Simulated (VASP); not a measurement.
# In4Ru (Cmmm) in VASP: single point with PBE

Aim: the single point of In4Ru with PBE.

Everything below comes from runs of VASP 6.6.1. Logs are shortened: lines on timing, memory, paths and dates and some standing lists are left out, and cuts for length are marked.

## (1) The cell of the first run

The structure is orthorhombic, space group Cmmm (No. 65). Conventional cell: a = 8.821 Å, b = 8.987 Å, c = 3.195 Å, α = 90.00°, β = 90.00°, γ = 90.00°. Within 3.5 Å of In (site symmetry 2mm) lie 2 Ru at 2.69 Å and 6 In at 3.19 to 3.30 Å. In (site symmetry m2m) has 1 Ru at 2.67 Å and 6 In at 3.19 to 3.30 Å within 3.5 Å. Ru (site symmetry mmm) has 6 In at 2.67 to 2.69 Å and 2 Ru at 3.19 Å within 3.5 Å.

## (2) Single point, PBE

File INCAR:

```
SYSTEM = In4Ru
ALGO = Normal
EDIFF = 1E-7
ENCUT = 520
GGA = PE
ISIF = 2
ISMEAR = 0
LASPH = .True.
LCHARG = .False.
LREAL = .False.
LWAVE = .False.
NBANDS = 41
NELM = 80
PREC = Accurate
SIGMA = 0.2
```

File KPOINTS:

```
k-points
0
Gamma
  3 3 5
  0 0 0
```

File POSCAR:

```
In4Ru
1.0
    4.4936150579     -4.4105693651      0.0000000000
    4.4936150579      4.4105693651      0.0000000000
    0.0000000000      0.0000000000      3.1946403679
In Ru
4 1
Direct
    0.7543411814      0.2456588186      0.5000000000
    0.2456588186      0.7543411814      0.5000000000
    0.2969437063      0.2969437063      0.0000000000
    0.7030562937      0.7030562937      0.0000000000
    0.0000000000      0.0000000000      0.0000000000
```

Potentials or basis: VASP PAW PBE potentials, release 64 (In_d, Ru_pv).

The run is started by

```bash
$ cat potpaw_PBE.64/In_d/POTCAR potpaw_PBE.64/Ru_pv/POTCAR > POTCAR
$ mpirun -np 1 vasp_std > vasp.out
```

OUTCAR:

```text
SYSTEM = In4Ru
   EDIFF = 1E-7
   ENCUT = 520
   GGA = PE
   ISIF = 2
   ISMEAR = 0
   LASPH = .True.
   LREAL = .False.
   NELM = 80
   PREC = Accurate

 ion  position               nearest neighbor table
   1  0.754  0.246  0.500-   5 2.69   5 2.69   3 3.30   3 3.30   4 3.30   4 3.30   3 3.79   3 3.79
                             4 3.79   4 3.79
   2  0.246  0.754  0.500-   5 2.69   5 2.69   3 3.30   3 3.30   4 3.30   4 3.30   3 3.79   3 3.79
                             4 3.79   4 3.79
   3  0.297  0.297  0.000-   5 2.67   2 3.30   1 3.30   1 3.30   2 3.30   4 3.65   2 3.79   2 3.79
                             1 3.79   1 3.79
   4  0.703  0.703  0.000-   5 2.67   2 3.30   1 3.30   1 3.30   2 3.30   3 3.65   1 3.79   1 3.79
                             2 3.79   2 3.79
   5  0.000  0.000  0.000-   3 2.67   4 2.67   1 2.69   2 2.69   1 2.69   2 2.69

  LATTYP: Found a base centered orthorhombic cell.
 ALAT       =     8.8211387302
 B/A-ratio  =     1.0188287919
 C/A-ratio  =     0.3621573660

  Lattice vectors:

 A1 = (  -4.4936150579,  -4.4105693651,   0.0000000000)
 A2 = (   4.4936150579,  -4.4105693651,   0.0000000000)
 A3 = (   0.0000000000,   0.0000000000,   3.1946403679)

Analysis of symmetry for initial positions (statically):
=====================================================================
 Subroutine PRICEL returns:
 Original cell was already a primitive cell.

 Routine SETGRP: Setting up the symmetry group for a
 base centered orthorhombic supercell.

 Subroutine GETGRP returns: Found  8 space group operations
 (whereof  8 operations were pure point group operations)
 out of a pool of  8 trial point group operations.

The static configuration has the point symmetry D_2h.

Analysis of symmetry for dynamics (positions and initial velocities):
=====================================================================
 Subroutine PRICEL returns:
 Original cell was already a primitive cell.

 Routine SETGRP: Setting up the symmetry group for a
 base centered orthorhombic supercell.

 Subroutine GETGRP returns: Found  8 space group operations
 (whereof  8 operations were pure point group operations)
 out of a pool of  8 trial point group operations.

The dynamic configuration has the point symmetry D_2h.

 Subroutine INISYM returns: Found  8 space group operations
 (whereof  8 operations are pure point group operations),
 and found     1 'primitive' translations

[... 86 lines left out ...]
   NELM   =     80;   NELMIN=  2; NELMDL= -5     # of ELM steps
   EDIFF  = 0.1E-06   stopping-criterion for ELM
   LREAL  =      F    real-space projection
   EDIFFG = 0.1E-05   stopping-criterion for IOM
   NSW    =      0    number of steps for IOM
   IBRION =     -1    ionic relax: 0-MD 1-quasi-New 2-CG
   NFREE  =      0    steps in history (QN), initial steepest desc. (CG)
   ISIF   =      2    stress and relaxation
   ISYM   =      2    0-nonsym 1-usesym 2-fastsym
   POTIM  = 0.5000    time-step for ionic-motion
   TEBEG  =    0.0;   TEEND  =   0.0 temperature during run
   PSTRESS=    0.0 pullay stress
   NELECT =      66.0000    total number of electrons
   NUPDOWN=      -1.0000    fix difference up-down
   EMIN   =  10.00;   EMAX   =-10.00  energy-range for DOS
   EFERMI =   0.00;   METHOD = LEGACY
   ISMEAR =     0;   SIGMA  =   0.20  broadening in eV -4-tet -1-fermi 0-gaus
   EFERMI_NEDOS =   21; number of points for ismear=-14 and -15
   IALGO  =     38    algorithm
   IMIX   =      4    mixing-type and parameters
     AMIX     =   0.40;   BMIX     =  1.00
     AMIX_MAG =   1.60;   BMIX_MAG =  1.00
  volume/ion in A,a.u.               =      25.33       170.91
  Fermi-wavevector in a.u.,A,eV,Ry     =   1.317474  2.489664 23.616138  1.735737
  Thomas-Fermi vector in A             =   2.447512
   LORBIT       =      0    0 simple, 1 ext, 2 COOP (PROOUT), +10 PAW based schemes
   GGA     = PE    functional components
   LHFCALC =     F    Hartree Fock is set to
   AEXX    =    0.0000 exact exchange contribution
   IVDW    =     0    specifies the selected vdW correction
   LEPSILON=     F    determine dielectric tensor
   LRPA    =     F    only Hartree local field effects (RPA)
 non-spin polarized calculation
 Gauss-broadening in eV      SIGMA  =   0.20
  energy-cutoff  :      520.00
  volume of cell :      126.63
 maximum number of plane-waves:      3428
   NGX = 23   NGY = 23   NGZ = 11

 number of electron      65.9999993 magnetization

 Free energy of the ion-electron system (eV)
  ---------------------------------------------------
  ext. energy  EPLUGINS =         0.00000000
  ---------------------------------------------------
  free energy    TOTEN  =       -18.53335467 eV

  energy without entropy =      -18.47226623  energy(sigma->0) =      -18.50281045

 E-fermi :   7.0597     XC(G=0): -10.2809

 val. band max:        6.9659998716   @ k =   0.3333  -0.0000   0.4000
 cond. band min:       7.0829293392   @ k =   0.3333   0.3333   0.0000
 fundamental gap:      0.1169294677
 Fermi energy:         7.0596552130

 k-point     1 :       0.0000    0.0000    0.0000
  band No.  band energies     occupation
      1     -34.6475      2.00000
      2     -34.6324      2.00000
      3     -34.5253      2.00000
      4      -7.6145      2.00000
      5      -7.5550      2.00000
      6      -7.4626      2.00000
[... 517 lines left out ...]
     40      11.3571      0.00000
     41      11.8732      0.00000

------------------------ aborting loop because EDIFF is reached ----------------------------------------

  FORCE on cell =-STRESS in cart. coord.  units (eV):
  Direction    XX          YY          ZZ          XY          YZ          ZX
  --------------------------------------------------------------------------------------
  -------------------------------------------------------------------------------------
  Total        0.0984572      0.0645260      0.0283413      0.0000000      0.0000000      0.0000000
  in kB        1.2457065      0.8164003      0.3585819      0.0000000      0.0000000      0.0000000
  external PRESSURE =       0.8068962 kB  Pullay stress =       0.0000000 kB

 VOLUME and BASIS-vectors are now :
 -----------------------------------------------------------------------------
  energy-cutoff  :      520.00
  volume of cell :      126.63
      direct lattice vectors                 reciprocal lattice vectors
     4.493615058 -4.410569365  0.000000000     0.111268988 -0.113364049  0.000000000
     4.493615058  4.410569365  0.000000000     0.111268988  0.113364049  0.000000000
     0.000000000  0.000000000  3.194640368     0.000000000  0.000000000  0.313024280

 POSITION                                       TOTAL-FORCE (eV/Angst)
 -----------------------------------------------------------------------------------
      4.49362     -2.24358      1.59732         0.000000      0.028713      0.000000
      4.49362      2.24358      1.59732         0.000000     -0.028713      0.000000
      2.66870      0.00000      0.00000         0.018575      0.000000      0.000000
      6.31853      0.00000      0.00000        -0.018575      0.000000      0.000000
      0.00000      0.00000      0.00000         0.000000      0.000000      0.000000
 -----------------------------------------------------------------------------------
    total drift:                                0.000000     -0.000000      0.000000

  FREE ENERGIE OF THE ION-ELECTRON SYSTEM (eV)
  ---------------------------------------------------
  free  energy   TOTEN  =       -18.5333546691 eV

  energy  without entropy=      -18.4722662314  energy(sigma->0) =      -18.50281045
```

OSZICAR:

```text
N       E                     dE             d eps       ncg     rms          rms(c)
DAV:   1     0.770511886456E+03    0.77051E+03   -0.32027E+04   984   0.220E+03
DAV:   2     0.658688349499E+02   -0.70464E+03   -0.68692E+03   992   0.567E+02
DAV:   3    -0.155694409034E+02   -0.81438E+02   -0.78289E+02  1117   0.210E+02
DAV:   4    -0.194423593707E+02   -0.38729E+01   -0.38368E+01  1173   0.496E+01
[... 13 lines left out ...]
DAV:  18    -0.185333553070E+02    0.13866E-05   -0.17389E-06  1191   0.259E-02    0.217E-02
DAV:  19    -0.185333550072E+02    0.29976E-06   -0.19306E-07   559   0.933E-03    0.145E-02
DAV:  20    -0.185333547931E+02    0.21418E-06   -0.25676E-07   804   0.110E-02    0.624E-03
DAV:  21    -0.185333546719E+02    0.12118E-06   -0.12534E-07   510   0.520E-03    0.217E-03
DAV:  22    -0.185333546691E+02    0.28267E-08   -0.10825E-07   510   0.590E-03
   1 F= -.18533355E+02 E0= -.18502810E+02  d E =-.610884E-01
```

It took 78 s on 1 thread of AMD EPYC 9R14 (Zen 4), shared host; peak memory 0.21 GiB.

Results:

```
Free energy            : -18.5334 eV
Pressure               : 0.1 GPa
Largest force          : 0.029 eV/Å
Band gap on the k mesh : zero (band 33 reaches 7.63 eV, above the bottom of band 34 at 6.76 eV)
```

Forces on the atoms (eV/Å):
```
In   0.000  0.029  0.000
In   0.000 -0.029  0.000
In   0.019  0.000  0.000
In  -0.019  0.000  0.000
Ru   0.000  0.000  0.000
```

Caveat: the k points lie up to 0.39 Å⁻¹ apart; spin-orbit coupling is left out, which moves the levels of the heavy elements.
